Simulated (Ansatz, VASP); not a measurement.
## One calculation of HfO2, two programs

INCAR

```
SYSTEM = HfO2
PREC     = Accurate       ! precision mode
ENCUT    = 520            ! plane-wave cutoff, eV
EDIFF    = 1E-6           ! SCF threshold, eV
ISMEAR   = -1             ! smearing method
SIGMA    = 0.02           ! smearing width, eV
LREAL    = .FALSE.        ! projectors in reciprocal space
LASPH    = .TRUE.         ! aspherical terms in the spheres
NELM     = 60             ! most SCF steps
ALGO     = Normal         ! electronic algorithm
ISIF     = 2              ! what is computed and relaxed
LWAVE    = .FALSE.        ! write WAVECAR
LCHARG   = .FALSE.        ! write CHGCAR
GGA      = PE             ! functional
NBANDS   = 56             ! bands
```

Contents of KPOINTS:

```
Automatic mesh
0
G
  6 6 6
  0 0 0
```

File POSCAR:

```
HfO2
1.0
    5.2672807987      0.0000000000      0.0049017969
    0.0000000000      5.3368501517      0.0000000000
   -0.9009311049      0.0000000000      5.3789469241
Hf O
4 8
Direct
    0.2718274704      0.4508322620      0.7123341846
    0.7281725296      0.9508322620      0.7876658154
    0.7281725296      0.5491677380      0.2876658154
    0.2718274704      0.0491677380      0.2123341846
    0.4602856423      0.7408097487      0.9602415381
    0.5397143577      0.2408097487      0.5397584619
    0.5397143577      0.2591902513      0.0397584619
    0.4602856423      0.7591902513      0.4602415381
    0.0629476923      0.3220700462      0.3586844101
    0.9370523077      0.8220700462      0.1413155899
    0.9370523077      0.6779299538      0.6413155899
    0.0629476923      0.1779299538      0.8586844101
```

Input for Ansatz:

```yaml
crystal:
  lattice:
    - [5.2672807987, 0.0, 0.0049017969]
    - [0.0, 5.3368501517, 0.0]
    - [-0.9009311049, 0.0, 5.3789469241]
  atoms:
    - { symbol: Hf, position: [0.2718274704, 0.450832262, 0.7123341846] }
    - { symbol: Hf, position: [0.7281725296, 0.950832262, 0.7876658154] }
    - { symbol: Hf, position: [0.7281725296, 0.549167738, 0.2876658154] }
    - { symbol: Hf, position: [0.2718274704, 0.049167738, 0.2123341846] }
    - { symbol: O, position: [0.4602856423, 0.7408097487, 0.9602415381] }
    - { symbol: O, position: [0.5397143577, 0.2408097487, 0.5397584619] }
    - { symbol: O, position: [0.5397143577, 0.2591902513, 0.0397584619] }
    - { symbol: O, position: [0.4602856423, 0.7591902513, 0.4602415381] }
    - { symbol: O, position: [0.0629476923, 0.3220700462, 0.3586844101] }
    - { symbol: O, position: [0.9370523077, 0.8220700462, 0.1413155899] }
    - { symbol: O, position: [0.9370523077, 0.6779299538, 0.6413155899] }
    - { symbol: O, position: [0.0629476923, 0.1779299538, 0.8586844101] }
kpoints:
  mp_grid: { grid: [6, 6, 6] }
  band_path:
    path:
      - [0.0, 0.0, 0.0]
      - [0.0, 0.5, 0.0]
      - [0.0, 0.5, 0.5]
      - [0.0, 0.0, 0.5]
      - [-0.5, 0.0, 0.5]
      - [-0.5, 0.5, 0.5]
      - [-0.5, 0.5, 0.0]
      - [-0.5, 0.0, 0.0]
    npoints: 1
hamiltonian:
  xc: pbe
scf:
  occupations: { method: fermi_dirac, width: 0.02 }
  n_extra_bands: 7
output:
  forces: true
  stress: true
  eigenvalues: true
```

Change from the starting cell: hydrostatic strain +3.0%.

Alike in both runs: task single point; functional PBE; k mesh 6 × 6 × 6; occupations fermi-dirac, width 0.02 eV; no spin polarisation.

|  | VASP | Ansatz |
| --- | --- | --- |
| version | VASP 6.6.1 | Ansatz 0.2.0 |
| potentials or method | VASP PAW PBE potentials, release 64 (Hf_pv, O) | plane waves, PAW |
| plane-wave cutoff (eV) | 520 | 420 |
| valence electrons in the cell | 88 | 152 |

Ansatz gave:

| Quantity | Value |
| --- | --- |
| gap on the k mesh at the Fermi level (eV) | 4.20 |
| pressure (GPa) | -9.8 |
| traceless stress, the component that is largest in VASP (GPa) | 1.49 |
| rms of the force components (eV/Å) | 0.040 |

Question: Estimate VASP's values.

Answer: gap on the k mesh at the Fermi level (eV): 4.16; pressure (GPa): -12.5; traceless stress, the component that is largest in VASP (GPa): 1.52; rms of the force components (eV/Å): 0.012.

Atom by atom the forces differ by 0.038 eV/Å (rms over components). With one functional, cell and mesh, what is left measures potentials, basis and numerics. VASP's potentials hold 88 valence electrons a cell and Ansatz's 152, so a difference there can come from the potentials and not from the codes.

Neither program's run includes spin-orbit coupling.
